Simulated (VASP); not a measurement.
# C: single point with BLYP

The system is C.

```
CELL_PARAMETERS angstrom
2.47377 0.00000 0.00000
-1.23688 2.14235 0.00000
0.00000 0.00000 11.78749
ATOMIC_POSITIONS crystal
C 0.00000 0.00000 0.25000
C 0.00000 0.00000 0.75000
C 0.33333 0.66667 0.25000
C 0.66667 0.33333 0.75000
```

```
Program             : VASP 6.6.1
Task                : single point
Functional          : BLYP
Potentials or basis : VASP PAW PBE potentials, release 64 (C)
Cutoff              : 600 eV
k mesh              : 8 × 8 × 2
Occupations         : fermi-dirac, width 0.1 eV
Spin                : no spin polarisation
```

The pressure is 0.0 GPa.

Stress tensor (GPa, compression positive):
```
 0.02  0.00  0.00
 0.00  0.02  0.00
 0.00  0.00 -0.12
```

Run time: 33 s on 1 thread of Intel(R) Xeon(R) Platinum 8488C (Sapphire Rapids) (shared host), peak memory 0.17 GiB.

Caveat: this functional lacks dispersion, which binds the layers, so the pressure and a relaxed spacing across them are unreliable; the PAW data sets were made with another functional, which shifts forces and pressure a little.
